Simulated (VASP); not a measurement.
# Cu (Cmcm) in VASP: further runs

Cu is run at these levels: PBEsol; tasks: single point, relaxation of cell and atoms.

All numbers are computed with VASP 6.6.1; they aren't measurements. Logs are shortened: lines on timing, memory, paths and dates and some standing lists are left out, and cuts for length are marked.

## (1) The cell of the first run

The structure is orthorhombic, space group Cmcm (No. 63). The conventional cell has a = 2.430 Å, b = 7.920 Å, c = 2.468 Å, α = 90.00°, β = 90.00°, γ = 90.00°. Cu (site symmetry m2m) has 10 Cu at 2.43 to 2.53 Å within 3.2 Å.

## (2) Single point, PBEsol

Contents of INCAR:

```
  PREC = Accurate
  ENCUT = 520
  EDIFF = 1E-6
  ISMEAR = 0
  SIGMA = 0.15
  LREAL = F
  LASPH = T
  NELM = 100
  ALGO = Fast
  ISIF = 2
  LWAVE = F
  LCHARG = F
  GGA = PS
  NBANDS = 18
```

Contents of KPOINTS:

```
Automatic mesh
0
Gamma
  26 26 24
```

Contents of POSCAR:

```
Cu
1.0
    1.2147975457     -3.9598457492      0.0000000000
    1.2147975457      3.9598457492      0.0000000000
    0.0000000000      0.0000000000      2.4677050569
Cu
2
Direct
    0.1338530444      0.8661469556      0.2500000000
    0.8661469556      0.1338530444      0.7500000000
```

Potentials or basis: VASP PAW PBE potentials, release 64 (Cu).

Started as:

```console
$ cat potpaw_PBE.64/Cu/POTCAR > POTCAR
$ mpirun -np 1 vasp_std > vasp.out
```

OUTCAR:

```text
PREC = Accurate
   ENCUT = 520
   EDIFF = 1E-6
   ISMEAR = 0
   LREAL = F
   LASPH = T
   NELM = 100
   ISIF = 2
   GGA = PS

 ion  position               nearest neighbor table
   1  0.134  0.866  0.250-   2 2.45   2 2.45   2 2.53   2 2.53   2 2.53   2 2.53
   2  0.866  0.134  0.750-   1 2.45   1 2.45   1 2.53   1 2.53   1 2.53   1 2.53

  LATTYP: Found a base centered orthorhombic cell.
 ALAT       =     2.4295950914
 B/A-ratio  =     3.2596754605
 C/A-ratio  =     1.0156857271

  Lattice vectors:

 A1 = (   1.2147975457,  -3.9598457492,   0.0000000000)
 A2 = (   1.2147975457,   3.9598457492,   0.0000000000)
 A3 = (   0.0000000000,   0.0000000000,   2.4677050569)

Analysis of symmetry for initial positions (statically):
=====================================================================
 Subroutine PRICEL returns:
 Original cell was already a primitive cell.

 Routine SETGRP: Setting up the symmetry group for a
 base centered orthorhombic supercell.

 Subroutine GETGRP returns: Found  8 space group operations
 (whereof  4 operations were pure point group operations)
 out of a pool of  8 trial point group operations.

The static configuration has the point symmetry C_2h.
 The point group associated with its full space group is D_2h.

Analysis of symmetry for dynamics (positions and initial velocities):
=====================================================================
 Subroutine PRICEL returns:
 Original cell was already a primitive cell.

 Routine SETGRP: Setting up the symmetry group for a
 base centered orthorhombic supercell.

 Subroutine GETGRP returns: Found  8 space group operations
 (whereof  4 operations were pure point group operations)
 out of a pool of  8 trial point group operations.

The dynamic configuration has the point symmetry C_2h.
 The point group associated with its full space group is D_2h.

 Subroutine INISYM returns: Found  8 space group operations
 (whereof  4 operations are pure point group operations),
 and found     1 'primitive' translations

----------------------------------------------------------------------------------------

                                     Primitive cell

  volume of cell :      23.7414

  direct lattice vectors                    reciprocal lattice vectors
     1.214797546 -3.959845749  0.000000000     0.411591217 -0.126267545  0.000000000
     1.214797546  3.959845749  0.000000000     0.411591217  0.126267545  0.000000000
     0.000000000  0.000000000  2.467705057     0.000000000  0.000000000  0.405234814

  length of vectors
     4.141993655  4.141993655  2.467705057     0.430523893  0.430523893  0.405234814
[... 82 lines left out ...]
   LREAL  =      F    real-space projection
   EDIFFG = 0.1E-04   stopping-criterion for IOM
   NSW    =      0    number of steps for IOM
   IBRION =     -1    ionic relax: 0-MD 1-quasi-New 2-CG
   NFREE  =      0    steps in history (QN), initial steepest desc. (CG)
   ISIF   =      2    stress and relaxation
   ISYM   =      2    0-nonsym 1-usesym 2-fastsym
   POTIM  = 0.5000    time-step for ionic-motion
   TEBEG  =    0.0;   TEEND  =   0.0 temperature during run
   PSTRESS=    0.0 pullay stress
   NELECT =      22.0000    total number of electrons
   NUPDOWN=      -1.0000    fix difference up-down
   EMIN   =  10.00;   EMAX   =-10.00  energy-range for DOS
   EFERMI =   0.00;   METHOD = LEGACY
   ISMEAR =     0;   SIGMA  =   0.15  broadening in eV -4-tet -1-fermi 0-gaus
   EFERMI_NEDOS =   21; number of points for ismear=-14 and -15
   IALGO  =     68    algorithm
   IMIX   =      4    mixing-type and parameters
     AMIX     =   0.40;   BMIX     =  1.00
     AMIX_MAG =   1.60;   BMIX_MAG =  1.00
  volume/ion in A,a.u.               =      11.87        80.11
  Fermi-wavevector in a.u.,A,eV,Ry     =   1.596053  3.016102 34.659270  2.547384
  Thomas-Fermi vector in A             =   2.693875
   LORBIT       =      0    0 simple, 1 ext, 2 COOP (PROOUT), +10 PAW based schemes
   GGA     = PS    functional components
   LHFCALC =     F    Hartree Fock is set to
   AEXX    =    0.0000 exact exchange contribution
   IVDW    =     0    specifies the selected vdW correction
   LEPSILON=     F    determine dielectric tensor
   LRPA    =     F    only Hartree local field effects (RPA)
 non-spin polarized calculation
 RMM-DIIS sequential band-by-band and
 Gauss-broadening in eV      SIGMA  =   0.15
  energy-cutoff  :      520.00
  volume of cell :       23.74
 maximum number of plane-waves:       666
   NGX = 15   NGY = 15   NGZ =  9

 number of electron      21.9999987 magnetization

 Free energy of the ion-electron system (eV)
  ---------------------------------------------------
  ext. energy  EPLUGINS =         0.00000000
  ---------------------------------------------------
  free energy    TOTEN  =        -8.30469115 eV

  energy without entropy =       -8.29794697  energy(sigma->0) =       -8.30131906

 E-fermi :   7.3093     XC(G=0): -12.8437

 val. band max:        7.3092849185   @ k =   0.5000   0.2692   0.4167
 cond. band min:       7.3097836306   @ k =   0.3077   0.2692   0.1250
 fundamental gap:      0.0004987122
 Fermi energy:         7.3093220507

 k-point     1 :       0.0000    0.0000    0.0000
  band No.  band energies     occupation
      1      -2.0193      2.00000
      2       2.3075      2.00000
      3       3.0793      2.00000
      4       3.5674      2.00000
      5       4.2831      2.00000
      6       4.5582      2.00000
[... 481 lines left out ...]
      5       4.3159      2.00000
      6       4.5039      2.00000
[... 10 lines left out ...]
     17      28.1456      0.00000
     18      29.3875      0.00000

 [... further k-points ...]

------------------------ aborting loop because EDIFF is reached ----------------------------------------

  FORCE on cell =-STRESS in cart. coord.  units (eV):
  Direction    XX          YY          ZZ          XY          YZ          ZX
  --------------------------------------------------------------------------------------
  -------------------------------------------------------------------------------------
  Total        0.1437798      0.1658542      0.1972609      0.0000000     -0.0000000      0.0000000
  in kB        9.7029363     11.1926162     13.3120848      0.0000000     -0.0000000      0.0000000
  external PRESSURE =      11.4025458 kB  Pullay stress =       0.0000000 kB

 VOLUME and BASIS-vectors are now :
 -----------------------------------------------------------------------------
  energy-cutoff  :      520.00
  volume of cell :       23.74
      direct lattice vectors                 reciprocal lattice vectors
     1.214797546 -3.959845749  0.000000000     0.411591217 -0.126267545  0.000000000
     1.214797546  3.959845749  0.000000000     0.411591217  0.126267545  0.000000000
     0.000000000  0.000000000  2.467705057     0.000000000  0.000000000  0.405234814

 POSITION                                       TOTAL-FORCE (eV/Angst)
 -----------------------------------------------------------------------------------
      1.21480      2.89977      0.61693         0.000000      0.005679     -0.000000
      1.21480     -2.89977      1.85078         0.000000     -0.005679      0.000000
 -----------------------------------------------------------------------------------
    total drift:                                0.000000      0.000000      0.000000

  FREE ENERGIE OF THE ION-ELECTRON SYSTEM (eV)
  ---------------------------------------------------
  free  energy   TOTEN  =        -8.3046911512 eV

  energy  without entropy=       -8.2979469700  energy(sigma->0) =       -8.30131906
```

stdout:

```text
POSCAR found type information on POSCAR Cu
 POSCAR found :  1 types and       2 ions
 scaLAPACK will be used
 -----------------------------------------------------------------------------
|                                                                             |
|                                                                             |
|     You enforced a specific xc type in the INCAR file but a different       |
[... 25 lines left out ...]
WARNING in EDDRMM: call to ZHEGV failed, returncode =   6  3     15
WARNING in EDDRMM: call to ZHEGV failed, returncode =   6  3     15
WARNING in EDDRMM: call to ZHEGV failed, returncode =   6  3     18
WARNING in EDDRMM: call to ZHEGV failed, returncode =   6  3     17
WARNING in EDDRMM: call to ZHEGV failed, returncode =   6  3     16
WARNING in EDDRMM: call to ZHEGV failed, returncode =   8  4     17
WARNING in EDDRMM: call to ZHEGV failed, returncode =   6  3     15
```

Wall time 7.7 min (1 thread of Intel Xeon 6975P-C (Granite Rapids), shared host); peak memory 0.87 GiB.

Results:

| Item | Value |
| --- | --- |
| Free energy | -8.3047 eV |
| Pressure | 1.1 GPa |
| Largest force | 0.006 eV/Å |
| Band gap on the k mesh | zero (bands 11 and 12 overlap by 5.62 eV) |

Forces in eV/Å, atoms in the order of the input:
```
Cu   0.000  0.006  0.000
Cu   0.000 -0.006  0.000
```

Caveat: the PAW data sets were made with another functional, which shifts forces and pressure a little.

## (3) Single point, PBEsol

Contents of INCAR:

```
SYSTEM = Cu
ALGO = Fast
EDIFF = 1E-6
ENCUT = 520
GGA = PS
ISIF = 2
ISMEAR = 0
LASPH = .TRUE.
LCHARG = .FALSE.
LREAL = .FALSE.
LWAVE = .FALSE.
NBANDS = 18
NELM = 80
PREC = Accurate
SIGMA = 0.15
```

Contents of KPOINTS:

```
k-points
0
G
  28 28 26
  0 0 0
```

POSCAR is that of step 2.

Potentials or basis: VASP PAW PBE potentials, release 64 (Cu).

Started as:

```console
$ cat potpaw_PBE.64/Cu/POTCAR > POTCAR
$ mpirun -np 1 vasp_std > vasp.out
```

Wall time 8.2 min (1 thread of Intel Xeon 6975P-C (Granite Rapids), shared host); peak memory 1.1 GiB.

The run converged. Its results:

* Free energy: -8.3048 eV
* Pressure: 1.1 GPa
* Largest force: 0.006 eV/Å
* Band gap on the k mesh: zero (bands 11 and 12 overlap by 5.65 eV)

Forces on the atoms (eV/Å):
```
Cu   0.000  0.006  0.000
Cu   0.000 -0.006  0.000
```

Stress tensor (GPa, compression positive):
```
0.94 0.00 0.00
0.00 1.08 0.00
0.00 0.00 1.33
```

Levels at points of the mesh, in eV from the Fermi level:
| k point | band 8 | band 9 | band 10 | band 11 | band 12 | band 13 | band 14 | band 15 |
| --- | --- | --- | --- | --- | --- | --- | --- | --- |
| (0.00, 0.00, 0.00) | -2.01 | -1.81 | -1.67 | -1.41 | -0.07 | 4.89 | 14.82 | 18.50 |
| (0.50, 0.00, 0.00) | -2.49 | -2.10 | -1.63 | -0.46 | 1.31 | 2.54 | 6.95 | 13.00 |
| (0.50, 0.50, 0.00) | -2.30 | -2.28 | -1.90 | -1.57 | -1.50 | 13.74 | 15.42 | 15.64 |
| (0.00, 0.00, 0.50) | -2.72 | -1.69 | -1.69 | 0.01 | 0.01 | 8.26 | 8.26 | 9.51 |
| (0.50, 0.00, 0.50) | -1.80 | -1.25 | -1.25 | 3.72 | 3.72 | 7.54 | 7.54 | 9.73 |
| (0.50, 0.50, 0.50) | -1.97 | -1.53 | -1.53 | -0.98 | -0.98 | 3.76 | 3.76 | 18.04 |

Caveat: the PAW data sets were made with another functional, which shifts forces and pressure a little.

(Continued in part 2 of 2.)
